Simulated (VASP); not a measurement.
# Be16H (a cell with a defect) in VASP: a series of runs

Runs on Be16H (a cell with a defect). Level: LDA. Tasks: single point.

Program: VASP 6.6.1. These are calculated values, not measurements. Logs are shortened: lines on timing, memory, paths and dates and some standing lists are left out, and cuts for length are marked.

**1. The cell of the first run**

The cell holds a defect, 17 atoms: a = 4.580 Å, b = 3.966 Å, c = 7.177 Å, α = 90.00°, β = 90.00°, γ = 90.00°.

**2. Single point, LDA**

File INCAR:

```
PREC = Accurate ; ENCUT = 520
EDIFF = 1E-6 ; ISMEAR = 0
SIGMA = 0.1 ; LREAL = Auto
LASPH = True ; NELM = 100
ALGO = Normal ; ISIF = 2
LWAVE = False ; LCHARG = False
GGA = CA ; NBANDS = 30
```

File KPOINTS:

```
regular mesh
0
Gamma
  4 4 3
```

File POSCAR:

```
Be16H
1.0
   -2.2900000000     -3.9663960000      0.0000000000
    3.4350000000     -1.9831980000      0.0000000000
    0.0000000000      0.0000000000      7.1768600000
Be H
16 1
Direct
    0.7495945195      0.5055295090     -0.0010752294
    0.5090414762      0.3384858751      0.2541618459
    0.7494418907      0.5047984354      0.5029975072
    0.5015993240      0.3358869144      0.7503677807
    0.5089511698     -0.0036418443     -0.0033900209
    0.2494924519      0.8269501734      0.2543835128
    0.5015751841     -0.0005547964      0.5003999689
    0.2493188378      0.8399857819      0.7474846265
    0.2496592334      0.5085820629     -0.0036837991
   -0.0100030127      0.3386927151      0.2542305192
    0.2493966609      0.4957957337      0.5033628282
   -0.0025578814      0.3357184730      0.7503756977
   -0.0102143404     -0.0038640857     -0.0035244949
    0.7495778083      0.8293052027      0.2515614727
   -0.0026728158     -0.0002779440      0.5004036001
    0.7493239153      0.8302786781      0.7475886614
    0.2491875782      0.1682692158      0.1256897229
```

Potentials or basis: VASP PAW LDA potentials, release 64 (Be, H).

The run is started by

```console
$ cat potpaw_LDA.64/Be/POTCAR potpaw_LDA.64/H/POTCAR > POTCAR
$ mpirun -np 1 vasp_std > vasp.out
```

OUTCAR:

```text
PREC = Accurate
   ENCUT = 520
   EDIFF = 1E-6
   ISMEAR = 0
   LREAL = Auto
   LASPH = True
   NELM = 100
   ISIF = 2
   GGA = CA

 ion  position               nearest neighbor table
   1  0.750  0.506  0.999-  16 2.22  12 2.22   4 2.22  14 2.22  13 2.24   5 2.24  10 2.24   2 2.24
                             9 2.29   9 2.29  13 2.30   5 2.30
   2  0.509  0.338  0.254-   3 2.20  10 2.20   7 2.22  11 2.24  14 2.24   1 2.24   6 2.27   5 2.29
                             9 2.30  14 2.30   6 2.35  10 2.38
   3  0.749  0.505  0.503-  16 2.18  10 2.20   2 2.20   4 2.21  12 2.21  14 2.22   7 2.27  15 2.27
                            11 2.29  11 2.29  15 2.30   7 2.30
   4  0.502  0.336  0.750-  11 2.21   3 2.21   9 2.22   1 2.22   5 2.22   7 2.24  16 2.27  12 2.27
                             8 2.28  16 2.30  12 2.31   8 2.31
   5  0.509  0.996  0.997-  16 2.20  13 2.20   4 2.22   8 2.24  14 2.24   1 2.24   9 2.27   2 2.29
                             6 2.30   1 2.30   9 2.35  13 2.38
   6  0.249  0.827  0.254-  11 2.22   7 2.22  15 2.22   9 2.24  10 2.27   2 2.27  14 2.29  14 2.29
                             5 2.30  13 2.30   2 2.35  10 2.35
   7  0.502  0.999  0.500-   8 2.21  16 2.21   6 2.22   2 2.22  14 2.22   4 2.24   3 2.27  15 2.27
                            11 2.28   3 2.30  11 2.31  15 2.31
   8  0.249  0.840  0.747-  15 2.21   7 2.21   9 2.22  11 2.22  13 2.23   5 2.24  12 2.28   4 2.28
                            16 2.29  16 2.29  12 2.31   4 2.31
   9  0.250  0.509  0.996-   4 2.22   8 2.22  12 2.22   6 2.24   5 2.27  13 2.27   1 2.29   1 2.29
                             2 2.30  10 2.30   5 2.35  13 2.36
  10  0.990  0.339  0.254-   3 2.20   2 2.20  15 2.22  11 2.24  14 2.24   1 2.24   6 2.27  13 2.30
                             9 2.30  14 2.30   6 2.35   2 2.38
  11  0.249  0.496  0.503-  12 2.21   4 2.21   6 2.22   8 2.22  10 2.24   2 2.24  15 2.28   7 2.28
                             3 2.29   3 2.29   7 2.31  15 2.31
  12  0.997  0.336  0.750-  11 2.21   3 2.21   9 2.22   1 2.22  13 2.22  15 2.23  16 2.27   4 2.27
                             8 2.28  16 2.30   4 2.31   8 2.31
  13  0.990  0.996  0.996-  16 2.20   5 2.20  12 2.22   8 2.23   1 2.24  14 2.24   9 2.27  10 2.30
                             6 2.30   1 2.30   9 2.36   5 2.38
  14  0.750  0.829  0.252-   3 2.22  15 2.22   7 2.22   1 2.22  10 2.24  13 2.24   5 2.24   2 2.24
                             6 2.29   6 2.29   2 2.30  10 2.30
  15  0.997  1.000  0.500-   8 2.21  16 2.21   6 2.22  10 2.22  14 2.22  12 2.23   3 2.27   7 2.27
                            11 2.28   3 2.30  11 2.31   7 2.31
  16  0.749  0.830  0.748-   3 2.18  13 2.20   5 2.20   7 2.21  15 2.21   1 2.22   4 2.27  12 2.27
                             8 2.29   8 2.29   4 2.30  12 2.30
  17  0.249  0.168  0.126-

  LATTYP: Found a simple orthorhombic cell.
 ALAT       =     3.9663962620
 B/A-ratio  =     1.1547004875
 C/A-ratio  =     1.8094157835

  Lattice vectors:

 A1 = (  -3.4350000000,   1.9831980000,   0.0000000000)
 A2 = (  -2.2900000000,  -3.9663960000,   0.0000000000)
 A3 = (   0.0000000000,   0.0000000000,   7.1768600000)

Analysis of symmetry for initial positions (statically):
=====================================================================
 Subroutine PRICEL returns:
 Original cell was already a primitive cell.

 Routine SETGRP: Setting up the symmetry group for a
 simple orthorhombic supercell.

 Subroutine GETGRP returns: Found  1 space group operations
 (whereof  1 operations were pure point group operations)
 out of a pool of  8 trial point group operations.

The static configuration has the point symmetry C_1 .

Analysis of symmetry for dynamics (positions and initial velocities):
=====================================================================
 Subroutine PRICEL returns:
 Original cell was already a primitive cell.

 Routine SETGRP: Setting up the symmetry group for a
 simple orthorhombic supercell.

 Subroutine GETGRP returns: Found  1 space group operations
 (whereof  1 operations were pure point group operations)
 out of a pool of  8 trial point group operations.

The dynamic configuration has the point symmetry C_1 .

 Subroutine INISYM returns: Found  1 space group operations
 (whereof  1 operations are pure point group operations),
 and found     1 'primitive' translations

----------------------------------------------------------------------------------------

                                     Primitive cell

  volume of cell :     130.3755

  direct lattice vectors                    reciprocal lattice vectors
    -2.290000000 -3.966396000  0.000000000    -0.109170306 -0.189088533  0.000000000
     3.435000000 -1.983198000  0.000000000     0.218340611 -0.126059022  0.000000000
     0.000000000  0.000000000  7.176860000     0.000000000  0.000000000  0.139336702

  length of vectors
     4.579999697  3.966396262  7.176860000     0.218340626  0.252118027  0.139336702
[... 55 lines left out ...]
  Length of vectors
     0.054585156  0.063029507  0.046445567

  Shift w.r.t. Gamma in fractional coordinates (k-lattice)
     0.000000000  0.000000000  0.000000000

 Subroutine IBZKPT returns following result:
 ===========================================

 Found     26 irreducible k-points:

 Following reciprocal coordinates:
            Coordinates               Weight
  0.000000  0.000000  0.000000      1.000000
  0.250000  0.000000  0.000000      2.000000
  0.500000  0.000000  0.000000      1.000000
  0.000000  0.250000  0.000000      2.000000
  0.250000  0.250000  0.000000      2.000000
 -0.250000  0.250000  0.000000      2.000000
[... 16 lines left out ...]
  0.000000  0.500000  0.333333      2.000000
  0.250000  0.500000  0.333333      2.000000
 [... further k-points ...]
   k-points           NKPTS =     26   k-points in BZ     NKDIM =     26   number of bands    NBANDS=     30
   number of dos      NEDOS =    301   number of ions     NIONS =     17
   total plane-waves  NPLWV =  58320
   dimension x,y,z NGX =    36 NGY =   30 NGZ =   54
   dimension x,y,z NGXF=    72 NGYF=   60 NGZF=  108
   ions per type =              16   1
   NGX,Y,Z   is equivalent  to a cutoff of  13.07, 12.57, 12.51 a.u.
   NGXF,Y,Z  is equivalent  to a cutoff of  26.13, 25.15, 25.02 a.u.
 SYSTEM =  unknown system
   PREC   = accura    normal or accurate (medium, high low for compatibility)
   ISTART =      0    job   : 0-new  1-cont  2-samecut
   ICHARG =      2    charge: 1-file 2-atom 10-const
   ISPIN  =      1    spin polarized calculation?
   LNONCOLLINEAR =      F non collinear calculations
   LSORBIT =      F    spin-orbit coupling
   LASPH  =      T    aspherical Exc in radial PAW
   ENCUT  =  520.0 eV  38.22 Ry    6.18 a.u.   8.52  7.37 13.34*2*pi/ulx,y,z
   NELM   =    100;   NELMIN=  2; NELMDL= -5     # of ELM steps
   EDIFF  = 0.1E-05   stopping-criterion for ELM
   LREAL  =      T    real-space projection
   EDIFFG = 0.1E-04   stopping-criterion for IOM
   NSW    =      0    number of steps for IOM
   IBRION =     -1    ionic relax: 0-MD 1-quasi-New 2-CG
   NFREE  =      0    steps in history (QN), initial steepest desc. (CG)
   ISIF   =      2    stress and relaxation
   ISYM   =      2    0-nonsym 1-usesym 2-fastsym
   POTIM  = 0.5000    time-step for ionic-motion
   TEBEG  =    0.0;   TEEND  =   0.0 temperature during run
   PSTRESS=    0.0 pullay stress
   NELECT =      33.0000    total number of electrons
   NUPDOWN=      -1.0000    fix difference up-down
   EMIN   =  10.00;   EMAX   =-10.00  energy-range for DOS
   EFERMI =   0.00;   METHOD = LEGACY
   ISMEAR =     0;   SIGMA  =   0.10  broadening in eV -4-tet -1-fermi 0-gaus
   EFERMI_NEDOS =   21; number of points for ismear=-14 and -15
   IALGO  =     38    algorithm
   IMIX   =      4    mixing-type and parameters
     AMIX     =   0.40;   BMIX     =  1.00
     AMIX_MAG =   1.60;   BMIX_MAG =  1.00
  volume/ion in A,a.u.               =       7.67        51.75
  Fermi-wavevector in a.u.,A,eV,Ry     =   1.035573  1.956950 14.591049  1.072412
  Thomas-Fermi vector in A             =   2.169923
   LORBIT       =      0    0 simple, 1 ext, 2 COOP (PROOUT), +10 PAW based schemes
   GGA     = CA    functional components
   LHFCALC =     F    Hartree Fock is set to
   AEXX    =    0.0000 exact exchange contribution
   IVDW    =     0    specifies the selected vdW correction
   LEPSILON=     F    determine dielectric tensor
   LRPA    =     F    only Hartree local field effects (RPA)
 non-spin polarized calculation
 Gauss-broadening in eV      SIGMA  =   0.10
  energy-cutoff  :      520.00
  volume of cell :      130.38
 maximum number of plane-waves:      3529
 NGX is ok and might be reduce to    36
   NGX = 17   NGY = 15   NGZ = 27

 number of electron      33.0000000 magnetization

 Free energy of the ion-electron system (eV)
  ---------------------------------------------------
  ext. energy  EPLUGINS =         0.00000000
  ---------------------------------------------------
  free energy    TOTEN  =       -68.96061797 eV

  energy without entropy =      -68.95286772  energy(sigma->0) =      -68.95674285

 E-fermi :   7.3036     XC(G=0): -10.6035

 val. band max:        7.2058934136   @ k =   0.2500   0.0000   0.0000
 cond. band min:       7.3288086370   @ k =   0.5000   0.0000   0.0000
 fundamental gap:      0.1229152234
 Fermi energy:         7.3035929266

 k-point     1 :       0.0000    0.0000    0.0000
  band No.  band energies     occupation
      1      -5.3101      2.00000
      2      -3.1465      2.00000
      3      -2.3104      2.00000
      4      -0.3796      2.00000
      5       0.7821      2.00000
      6       1.3589      2.00000
[... 733 lines left out ...]
     27      12.9345      0.00000
     28      13.1176      0.00000

 [... further k-points ...]

 [bands above 28 left out]

------------------------ aborting loop because EDIFF is reached ----------------------------------------

  FORCE on cell =-STRESS in cart. coord.  units (eV):
  Direction    XX          YY          ZZ          XY          YZ          ZX
  --------------------------------------------------------------------------------------
  -------------------------------------------------------------------------------------
  Total       -3.8011409     -4.5395528     -4.9503321     -0.6402760      0.2606443     -0.4487833
  in kB      -46.7120072    -55.7863088    -60.8343531     -7.8683164      3.2030431     -5.5150723
  external PRESSURE =     -54.4442230 kB  Pullay stress =       0.0000000 kB

 VOLUME and BASIS-vectors are now :
 -----------------------------------------------------------------------------
  energy-cutoff  :      520.00
  volume of cell :      130.38
      direct lattice vectors                 reciprocal lattice vectors
    -2.290000000 -3.966396000  0.000000000    -0.109170306 -0.189088533  0.000000000
     3.435000000 -1.983198000  0.000000000     0.218340611 -0.126059022  0.000000000
     0.000000000  0.000000000  7.176860000     0.000000000  0.000000000  0.139336702

 POSITION                                       TOTAL-FORCE (eV/Angst)
 -----------------------------------------------------------------------------------
      0.01992     -3.97575      7.16914         0.009523     -0.000927     -0.000856
     -0.00301     -2.69034      1.82408         0.003444     -0.001959     -0.003339
      0.01776     -3.97370      3.60994        -0.001105     -0.001264      0.003841
      0.00511     -2.65567      5.38528        -0.002308      0.004910     -0.001152
      2.25699     -3.99468      7.15253        -0.000801     -0.002594     -0.000569
      2.26924     -2.62959      1.82567        -0.003266      0.001575      0.003443
[... 9 lines left out ...]
      1.13606     -4.61872      5.36534        -0.000295     -0.003131     -0.000105
      0.00737     -1.32209      0.90206        -0.002092     -0.000462     -0.003354
 -----------------------------------------------------------------------------------
    total drift:                                0.001174     -0.001385     -0.000915

  FREE ENERGIE OF THE ION-ELECTRON SYSTEM (eV)
  ---------------------------------------------------
  free  energy   TOTEN  =       -68.9606179742 eV

  energy  without entropy=      -68.9528677225  energy(sigma->0) =      -68.95674285
```

It took 60 s on 1 thread of Intel Xeon 6975P-C (Granite Rapids), shared host; peak memory 0.22 GiB.

Results:

```
Free energy   : -68.9606 eV
Pressure      : -5.4 GPa
Largest force : 0.012 eV/Å
```

Forces in eV/Å, atoms in the order of the input:
```
Be   0.010 -0.001 -0.001
Be   0.003 -0.002 -0.003
Be  -0.001 -0.001  0.004
Be  -0.002  0.005 -0.001
Be  -0.001 -0.003 -0.001
Be  -0.003  0.002  0.003
Be   0.004  0.002  0.000
Be  -0.010  0.001 -0.003
Be   0.004  0.002 -0.001
Be   0.000  0.001 -0.008
Be   0.000 -0.003  0.000
Be   0.002  0.000  0.000
Be   0.004 -0.007  0.007
Be  -0.002  0.007  0.009
Be  -0.005  0.000 -0.001
Be   0.000 -0.003  0.000
H   -0.002  0.000 -0.003
```

Stress tensor (GPa, compression positive):
```
-4.67 -0.79 -0.55
-0.79 -5.58  0.32
-0.55  0.32 -6.08
```

Caveat: the k points lie up to 0.40 Å⁻¹ apart.

**3. Single point, LDA**

File INCAR:

```
SYSTEM = Be16H
ALGO = Normal
EDIFF = 1E-6
ENCUT = 520
ISIF = 2
ISMEAR = 0
LASPH = .True.
LCHARG = .True.
LELF = .True.
LREAL = Auto
LVHAR = .True.
LWAVE = .False.
NBANDS = 30
NELM = 100
PREC = Accurate
SIGMA = 0.1
```

File KPOINTS:

```
k-points
0
Gamma
  4 4 3
  0 0 0
```

File POSCAR:

```
Be16H
1.0
   -2.2900000000     -3.9663960000      0.0000000000
    3.4350000000     -1.9831980000      0.0000000000
    0.0000000000      0.0000000000      7.1768600000
Be H
16 1
Direct
    0.7498441384      0.5033357179     -0.0025494906
    0.5094326105      0.3371931934      0.2464095061
    0.7499270978      0.5044090421      0.5014899126
    0.5019598415      0.3342678525      0.7502074212
    0.5019530742     -0.0021714998      0.0001488511
    0.2499510984      0.8251743264      0.2461705519
    0.5094850280     -0.0049766259      0.5039785750
    0.2498774975      0.8380195742      0.7530971808
    0.2498570596      0.4939295126     -0.0027079559
   -0.0097731761      0.3373281137      0.2463513286
    0.2499089356      0.5067904337      0.5041882067
   -0.0021607807      0.3341995947      0.7502018588
   -0.0021239091     -0.0021180447      0.0001517027
    0.7499132117      0.8278473002      0.2487611337
   -0.0096940433     -0.0050174505      0.5039892631
    0.7498869550      0.8288091142      0.7528509259
    0.2497393209      0.1656036255      0.3753338783
```

Potentials or basis: VASP PAW LDA potentials, release 64 (Be, H).

The run is started by

```console
$ cat potpaw_LDA.64/Be/POTCAR potpaw_LDA.64/H/POTCAR > POTCAR
$ mpirun -np 1 vasp_std > vasp.out
```

Wall time 64 s (1 thread of Intel Xeon 6975P-C (Granite Rapids), shared host); peak memory 0.23 GiB.

The run converged. Its results:

* Free energy: -68.9607 eV
* Pressure: -5.4 GPa
* Largest force: 0.006 eV/Å

Forces in eV/Å, atoms in the order of the input:
```
Be  -0.003  0.000 -0.002
Be   0.000 -0.001  0.001
Be   0.002  0.001  0.004
Be  -0.002  0.003  0.000
Be   0.004 -0.001  0.000
Be  -0.003  0.003 -0.003
Be   0.000  0.001 -0.003
Be  -0.002  0.001  0.001
Be   0.004 -0.003 -0.003
Be  -0.004 -0.001  0.004
Be   0.003 -0.001  0.003
Be  -0.001  0.001  0.000
Be   0.002 -0.001  0.000
Be  -0.002  0.003 -0.001
Be   0.000 -0.001 -0.004
Be   0.002 -0.002  0.003
H    0.001 -0.002 -0.002
```

Stress tensor (GPa, compression positive):
```
-4.67 -0.79  0.56
-0.79 -5.58 -0.32
 0.56 -0.32 -6.09
```

Levels at points of the mesh, in eV from the Fermi level:
| k point | band 12 | band 13 | band 14 | band 15 | band 16 | band 17 | band 18 | band 19 | band 20 | band 21 |
| --- | --- | --- | --- | --- | --- | --- | --- | --- | --- | --- |
| (0.00, 0.00, 0.00) | -4.39 | -4.26 | -3.78 | -0.20 | -0.12 | 0.16 | 0.36 | 0.71 | 0.88 | 0.95 |
| (0.50, 0.00, 0.00) | -2.74 | -2.73 | -2.71 | -2.55 | -2.40 | -0.52 | 0.02 | 0.09 | 0.28 | 0.42 |
| (0.00, 0.50, 0.00) | -4.21 | -3.80 | -3.80 | -2.97 | -2.79 | 0.14 | 0.37 | 0.59 | 0.62 | 0.80 |
| (0.50, 0.50, 0.00) | -6.54 | -1.75 | -1.13 | -1.09 | -1.09 | 0.19 | 0.23 | 0.36 | 0.47 | 3.89 |

Caveat: the k points lie up to 0.40 Å⁻¹ apart.

[end of part 1 of 2]
